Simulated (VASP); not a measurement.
# PbS (Fm-3m) in VASP: notebook

Aim: see how the results for PbS move with the level of theory and the settings. Levels: LDA, PBE, PBEsol. Tasks: single point.

Everything below comes from runs of VASP 6.6.1. Logs are shortened: lines on timing, memory, paths and dates and some standing lists are left out, and cuts for length are marked.

## (1) The cell of the first run

Symmetry: Fm-3m, No. 225, cubic system. Conventional cell: a = 5.950 Å, b = 5.950 Å, c = 5.950 Å, α = 90.00°, β = 90.00°, γ = 90.00°. Within 3.9 Å of Pb (site symmetry m-3m) lie 6 S at 2.97 Å. Within 3.9 Å of S (site symmetry m-3m) lie 6 Pb at 2.97 Å.

## (2) Single point, LDA

Input file INCAR:

```
SYSTEM = PbS
PREC = Accurate
ENCUT = 520
EDIFF = 1E-6
ISMEAR = -1
SIGMA = 0.06
LREAL = .False.
LASPH = .True.
NELM = 100
ALGO = Normal
ISIF = 2
LWAVE = .False.
LCHARG = .False.
NBANDS = 17
```

Input file KPOINTS:

```
Automatic mesh
0
Gamma
  8 8 8
  0 0 0
```

Input file POSCAR:

```
PbS
1.0
    0.0000000000      2.9748505000      2.9748505000
    2.9748505000      0.0000000000      2.9748505000
    2.9748505000      2.9748505000      0.0000000000
Pb S
1 1
Direct
    0.0000000000      0.0000000000      0.0000000000
    0.5000000000      0.5000000000      0.5000000000
```

Potentials or basis: VASP PAW LDA potentials, release 64 (Pb_d, S).

Started as:

```console
$ cat potpaw_LDA.64/Pb_d/POTCAR potpaw_LDA.64/S/POTCAR > POTCAR
$ mpirun -np 1 vasp_std > vasp.out
```

OUTCAR:

```text
SYSTEM = PbS
   PREC = Accurate
   ENCUT = 520
   EDIFF = 1E-6
   ISMEAR = -1
   LREAL = .False.
   LASPH = .True.
   NELM = 100
   ISIF = 2

 ion  position               nearest neighbor table
   1  0.000  0.000  0.000-   2 2.97   2 2.97   2 2.97   2 2.97   2 2.97   2 2.97
   2  0.500  0.500  0.500-   1 2.97   1 2.97   1 2.97   1 2.97   1 2.97   1 2.97

  LATTYP: Found a face centered cubic cell.
 ALAT       =     5.9497010000

  Lattice vectors:

 A1 = (   0.0000000000,   2.9748505000,   2.9748505000)
 A2 = (   2.9748505000,   0.0000000000,   2.9748505000)
 A3 = (   2.9748505000,   2.9748505000,   0.0000000000)

Analysis of symmetry for initial positions (statically):
=====================================================================
 Subroutine PRICEL returns:
 Original cell was already a primitive cell.

 Routine SETGRP: Setting up the symmetry group for a
 face centered cubic supercell.

 Subroutine GETGRP returns: Found 48 space group operations
 (whereof 48 operations were pure point group operations)
 out of a pool of 48 trial point group operations.

The static configuration has the point symmetry O_h .

Analysis of symmetry for dynamics (positions and initial velocities):
=====================================================================
 Subroutine PRICEL returns:
 Original cell was already a primitive cell.

 Routine SETGRP: Setting up the symmetry group for a
 face centered cubic supercell.

 Subroutine GETGRP returns: Found 48 space group operations
 (whereof 48 operations were pure point group operations)
 out of a pool of 48 trial point group operations.

The dynamic configuration has the point symmetry O_h .

 Subroutine INISYM returns: Found 48 space group operations
 (whereof 48 operations are pure point group operations),
 and found     1 'primitive' translations

----------------------------------------------------------------------------------------

                                     Primitive cell

  volume of cell :      52.6533

  direct lattice vectors                    reciprocal lattice vectors
     0.000000000  2.974850500  2.974850500    -0.168075673  0.168075673  0.168075673
     2.974850500  0.000000000  2.974850500     0.168075673 -0.168075673  0.168075673
     2.974850500  2.974850500  0.000000000     0.168075673  0.168075673 -0.168075673

  length of vectors
     4.207073923  4.207073923  4.207073923     0.291115605  0.291115605  0.291115605

  position of ions in fractional coordinates (direct lattice)
     0.000000000  0.000000000  0.000000000
     0.500000000  0.500000000  0.500000000

  ion indices of the primitive-cell ions
   primitive index   ion index
                 1           1
                 2           2

----------------------------------------------------------------------------------------

 KPOINTS: Automatic mesh

Automatic generation of k-mesh.
 Grid dimensions read from file:
 generate k-points for:    8    8    8

 Generating k-lattice:

  Cartesian coordinates                     Fractional coordinates (reciprocal lattice)
    -0.021009459  0.021009459  0.021009459     0.125000000  0.000000000  0.000000000
     0.021009459 -0.021009459  0.021009459     0.000000000  0.125000000  0.000000000
     0.021009459  0.021009459 -0.021009459     0.000000000  0.000000000  0.125000000

  Length of vectors
     0.036389451  0.036389451  0.036389451

  Shift w.r.t. Gamma in fractional coordinates (k-lattice)
     0.000000000  0.000000000  0.000000000

 Subroutine IBZKPT returns following result:
 ===========================================

 Found     29 irreducible k-points:

 Following reciprocal coordinates:
            Coordinates               Weight
  0.000000  0.000000  0.000000      1.000000
  0.125000  0.000000  0.000000      8.000000
  0.250000  0.000000  0.000000      8.000000
  0.375000  0.000000  0.000000      8.000000
  0.500000  0.000000  0.000000      4.000000
  0.125000  0.125000  0.000000      6.000000
[... 16 lines left out ...]
  0.500000  0.250000  0.125000     48.000000
 -0.375000  0.250000  0.125000     24.000000
 [... further k-points ...]
   k-points           NKPTS =     29   k-points in BZ     NKDIM =     29   number of bands    NBANDS=     17
   number of dos      NEDOS =    301   number of ions     NIONS =      2
   total plane-waves  NPLWV =  32768
   dimension x,y,z NGX =    32 NGY =   32 NGZ =   32
   dimension x,y,z NGXF=    64 NGYF=   64 NGZF=   64
   ions per type =               1   1
   NGX,Y,Z   is equivalent  to a cutoff of  12.65, 12.65, 12.65 a.u.
   NGXF,Y,Z  is equivalent  to a cutoff of  25.29, 25.29, 25.29 a.u.
 SYSTEM =  PbS
   PREC   = accura    normal or accurate (medium, high low for compatibility)
   ISTART =      0    job   : 0-new  1-cont  2-samecut
   ICHARG =      2    charge: 1-file 2-atom 10-const
   ISPIN  =      1    spin polarized calculation?
   LNONCOLLINEAR =      F non collinear calculations
   LSORBIT =      F    spin-orbit coupling
   LASPH  =      T    aspherical Exc in radial PAW
   ENCUT  =  520.0 eV  38.22 Ry    6.18 a.u.   7.82  7.82  7.82*2*pi/ulx,y,z
   NELM   =    100;   NELMIN=  2; NELMDL= -5     # of ELM steps
   EDIFF  = 0.1E-05   stopping-criterion for ELM
   LREAL  =      F    real-space projection
   EDIFFG = 0.1E-04   stopping-criterion for IOM
   NSW    =      0    number of steps for IOM
   IBRION =     -1    ionic relax: 0-MD 1-quasi-New 2-CG
   NFREE  =      0    steps in history (QN), initial steepest desc. (CG)
   ISIF   =      2    stress and relaxation
   ISYM   =      2    0-nonsym 1-usesym 2-fastsym
   POTIM  = 0.5000    time-step for ionic-motion
   TEBEG  =    0.0;   TEEND  =   0.0 temperature during run
   PSTRESS=    0.0 pullay stress
   NELECT =      20.0000    total number of electrons
   NUPDOWN=      -1.0000    fix difference up-down
   EMIN   =  10.00;   EMAX   =-10.00  energy-range for DOS
   EFERMI =   0.00;   METHOD = LEGACY
   ISMEAR =    -1;   SIGMA  =   0.06  broadening in eV -4-tet -1-fermi 0-gaus
   EFERMI_NEDOS =   21; number of points for ismear=-14 and -15
   IALGO  =     38    algorithm
   IMIX   =      4    mixing-type and parameters
     AMIX     =   0.40;   BMIX     =  1.00
     AMIX_MAG =   1.60;   BMIX_MAG =  1.00
  volume/ion in A,a.u.               =      26.33       177.66
  Fermi-wavevector in a.u.,A,eV,Ry     =   1.185613  2.240484 19.125419  1.405679
  Thomas-Fermi vector in A             =   2.321803
   LORBIT       =      0    0 simple, 1 ext, 2 COOP (PROOUT), +10 PAW based schemes
   GGA     = CA    functional components
   LHFCALC =     F    Hartree Fock is set to
   AEXX    =    0.0000 exact exchange contribution
   IVDW    =     0    specifies the selected vdW correction
   LEPSILON=     F    determine dielectric tensor
   LRPA    =     F    only Hartree local field effects (RPA)
 non-spin polarized calculation
  energy-cutoff  :      520.00
  volume of cell :       52.65
 maximum number of plane-waves:      1428
   NGX = 15   NGY = 15   NGZ = 15

 number of electron      20.0000000 magnetization

 Free energy of the ion-electron system (eV)
  ---------------------------------------------------
  ext. energy  EPLUGINS =         0.00000000
  ---------------------------------------------------
  free energy    TOTEN  =        -9.97424159 eV

  energy without entropy =       -9.97355370  energy(sigma->0) =       -9.97389764

 E-fermi :   5.5853     XC(G=0):  -9.9874

 val. band max:        5.4653585058   @ k =   0.5000   0.0000   0.0000
 cond. band min:       5.7050752440   @ k =   0.5000   0.0000   0.0000
 fundamental gap:      0.2397167382
 Fermi energy:         5.5852515179

 k-point     1 :       0.0000    0.0000    0.0000
  band No.  band energies     occupation
      1     -11.2852      2.00000
      2     -11.2852      2.00000
      3     -11.2852      2.00000
      4     -11.2759      2.00000
      5     -11.2759      2.00000
      6      -8.0141      2.00000
[... 9 lines left out ...]
     16      12.1410      0.00000
     17      13.9357      0.00000

 k-point     2 :       0.1250    0.0000    0.0000
  band No.  band energies     occupation
      1     -11.2845      2.00000
      2     -11.2839      2.00000
      3     -11.2839      2.00000
      4     -11.2750      2.00000
      5     -11.2750      2.00000
      6      -7.8797      2.00000
[... 9 lines left out ...]
     16      12.5079      0.00000
     17      15.1562      0.00000

 k-point     3 :       0.2500    0.0000    0.0000
  band No.  band energies     occupation
      1     -11.2928      2.00000
      2     -11.2928      2.00000
      3     -11.2831      2.00000
      4     -11.2605      2.00000
      5     -11.2605      2.00000
      6      -7.5054      2.00000
[... 9 lines left out ...]
     16      13.3609      0.00000
     17      17.1486      0.00000

 k-point     4 :       0.3750    0.0000    0.0000
  band No.  band energies     occupation
      1     -11.3031      2.00000
      2     -11.3031      2.00000
      3     -11.2823      2.00000
      4     -11.2446      2.00000
      5     -11.2446      2.00000
      6      -7.0152      2.00000
[... 9 lines left out ...]
     16      14.5967      0.00000
     17      17.0878      0.00000

 k-point     5 :       0.5000    0.0000    0.0000
  band No.  band energies     occupation
      1     -11.3073      2.00000
      2     -11.3073      2.00000
      3     -11.2821      2.00000
      4     -11.2380      2.00000
      5     -11.2380      2.00000
      6      -6.7475      2.00000
[... 9 lines left out ...]
     16      15.5745      0.00000
     17      15.8943      0.00000

 k-point     6 :       0.1250    0.1250    0.0000
  band No.  band energies     occupation
      1     -11.2890      2.00000
      2     -11.2879      2.00000
      3     -11.2767      2.00000
      4     -11.2767      2.00000
      5     -11.2721      2.00000
      6      -7.8329      2.00000
[... 9 lines left out ...]
     16      13.2637      0.00000
     17      14.7785      0.00000
[... 281 lines left out ...]
 k-point    21 :       0.5000    0.5000    0.0000
  band No.  band energies     occupation
      1     -11.4243      2.00000
      2     -11.3108      2.00000
      3     -11.2502      2.00000
      4     -11.2244      2.00000
      5     -11.2244      2.00000
      6      -6.3281      2.00000
[... 9 lines left out ...]
     16      17.7232      0.00000
     17      17.7601      0.00000

 k-point    22 :       0.3750    0.2500    0.1250
  band No.  band energies     occupation
      1     -11.3224      2.00000
      2     -11.2889      2.00000
      3     -11.2801      2.00000
      4     -11.2563      2.00000
      5     -11.2491      2.00000
      6      -7.1825      2.00000
[... 9 lines left out ...]
     16      15.2368      0.00000
     17      15.6170      0.00000

 k-point    23 :       0.5000    0.2500    0.1250
  band No.  band energies     occupation
      1     -11.3370      2.00000
      2     -11.2874      2.00000
      3     -11.2793      2.00000
      4     -11.2517      2.00000
      5     -11.2410      2.00000
      6      -6.7465      2.00000
[... 9 lines left out ...]
     16      15.6554      0.00000
     17      16.6573      0.00000

 k-point    24 :      -0.3750    0.2500    0.1250
  band No.  band energies     occupation
      1     -11.3423      2.00000
      2     -11.2909      2.00000
      3     -11.2704      2.00000
      4     -11.2565      2.00000
      5     -11.2360      2.00000
      6      -6.5236      2.00000
[... 9 lines left out ...]
     16      16.3425      0.00000
     17      16.5148      0.00000

 [... further k-points ...]
[... 5 lines left out ...]
  --------------------------------------------------------------------------------------
  -------------------------------------------------------------------------------------
  Total       -1.0035671     -1.0035671     -1.0035671      0.0000000     -0.0000000      0.0000000
  in kB      -30.5373666    -30.5373666    -30.5373666      0.0000000     -0.0000000      0.0000000
  external PRESSURE =     -30.5373666 kB  Pullay stress =       0.0000000 kB

 VOLUME and BASIS-vectors are now :
 -----------------------------------------------------------------------------
  energy-cutoff  :      520.00
  volume of cell :       52.65
      direct lattice vectors                 reciprocal lattice vectors
     0.000000000  2.974850500  2.974850500    -0.168075673  0.168075673  0.168075673
     2.974850500  0.000000000  2.974850500     0.168075673 -0.168075673  0.168075673
     2.974850500  2.974850500  0.000000000     0.168075673  0.168075673 -0.168075673

 POSITION                                       TOTAL-FORCE (eV/Angst)
 -----------------------------------------------------------------------------------
      0.00000      0.00000      0.00000        -0.000000     -0.000000     -0.000000
      2.97485      2.97485      2.97485         0.000000      0.000000      0.000000
 -----------------------------------------------------------------------------------
    total drift:                                0.000000     -0.000000     -0.000000

  FREE ENERGIE OF THE ION-ELECTRON SYSTEM (eV)
  ---------------------------------------------------
  free  energy   TOTEN  =        -9.9742415856 eV

  energy  without entropy=       -9.9735537037  energy(sigma->0) =       -9.97389764
```

It took 6.7 s on 1 thread of Intel Xeon 6975P-C (Granite Rapids), shared host; peak memory 0.16 GiB.

What came out:

* Free energy: -9.9742 eV
* Pressure: -3.1 GPa
* Band gap on the k mesh: 0.24 eV, direct

Levels at points of the mesh, in eV from the valence-band top:
| k point | band 6 | band 7 | band 8 | band 9 | band 10 | band 11 | band 12 | band 13 | band 14 | band 15 |
| --- | --- | --- | --- | --- | --- | --- | --- | --- | --- | --- |
| (0.00, 0.00, 0.00) | -13.48 | -6.09 | -2.11 | -2.11 | -2.11 | 5.05 | 5.05 | 5.05 | 6.68 | 6.68 |
| (0.50, 0.00, 0.00) | -12.21 | -8.87 | -1.71 | -1.71 | 0.00 | 0.24 | 1.86 | 1.86 | 8.47 | 10.11 |
| (0.50, 0.50, 0.00) | -11.79 | -7.26 | -5.17 | -3.39 | -3.39 | 3.77 | 5.44 | 5.53 | 5.53 | 11.18 |

Caveat: spin-orbit coupling is left out, which moves the levels of the heavy elements. A k mesh can miss the band edges.

## (3) Single point, PBE

Input file INCAR:

```
PREC = Accurate
ENCUT = 520
EDIFF = 1E-7
ISMEAR = -1
SIGMA = 0.06
LREAL = F
LASPH = T
NELM = 100
ALGO = Normal
ISIF = 2
LWAVE = F
LCHARG = F
GGA = PE
NBANDS = 17
```

Input file KPOINTS:

```
Automatic mesh
0
Gamma
  8 8 8
```

POSCAR is that of step 2.

Potentials or basis: VASP PAW PBE potentials, release 64 (Pb_d, S).

Started as:

```console
$ cat potpaw_PBE.64/Pb_d/POTCAR potpaw_PBE.64/S/POTCAR > POTCAR
$ mpirun -np 1 vasp_std > vasp.out
```

Wall time 8.2 s (1 thread of Intel Xeon 6975P-C (Granite Rapids), shared host); peak memory 0.17 GiB.

The run converged. Its results:

```yaml
Free_energy: -8.7620 eV
Pressure: 1.6 GPa
Band_gap_on_the_k_mesh: 0.40 eV, direct
```

Levels at points of the mesh, in eV from the valence-band top:
```tsv
k point	band 8	band 9	band 10	band 11	band 12	band 13
(0.00, 0.00, 0.00)	-2.12	-2.12	-2.12	5.20	5.20	5.20
(0.50, 0.00, 0.00)	-1.73	-1.73	0.00	0.40	1.99	1.99
(0.50, 0.50, 0.00)	-5.11	-3.37	-3.37	3.91	5.56	5.66
```

Caveat: spin-orbit coupling is left out, which moves the levels of the heavy elements. A k mesh can miss the band edges.

## (4) Single point, PBEsol

Input file INCAR:

```
  PREC = Accurate
  ENCUT = 520
  EDIFF = 1E-7
  ISMEAR = -1
  SIGMA = 0.06
  LREAL = False
  LASPH = True
  NELM = 100
  ALGO = Normal
  ISIF = 2
  LWAVE = False
  LCHARG = False
  GGA = PS
  NBANDS = 17
```

Input file KPOINTS:

```
regular mesh
0
Gamma
  8 8 8
```

POSCAR is that of step 3.

Started as:

```console
$ cat potpaw_PBE.64/Pb_d/POTCAR potpaw_PBE.64/S/POTCAR > POTCAR
$ mpirun -np 1 vasp_std > vasp.out
```

Run time: 8.2 s. Hardware: 1 thread of Intel Xeon 6975P-C (Granite Rapids), shared host; peak memory 0.18 GiB.

Results (log left out):

| Property | Result |
| --- | --- |
| Free energy | -9.4526 eV |
| Pressure | -1.4 GPa |
| Band gap on the k mesh | 0.29 eV, direct |

Levels at points of the mesh, in eV from the valence-band top:
```tsv
k point	band 8	band 9	band 10	band 11	band 12	band 13
(0.00, 0.00, 0.00)	-2.11	-2.11	-2.11	5.14	5.14	5.14
(0.50, 0.00, 0.00)	-1.73	-1.73	0.00	0.29	1.93	1.93
(0.50, 0.50, 0.00)	-5.17	-3.39	-3.39	3.77	5.50	5.62
```

Caveat: the PAW data sets were made with another functional, which shifts forces and pressure a little; spin-orbit coupling is left out, which moves the levels of the heavy elements. A k mesh can miss the band edges.

(Part 1 of 2 ends here.)
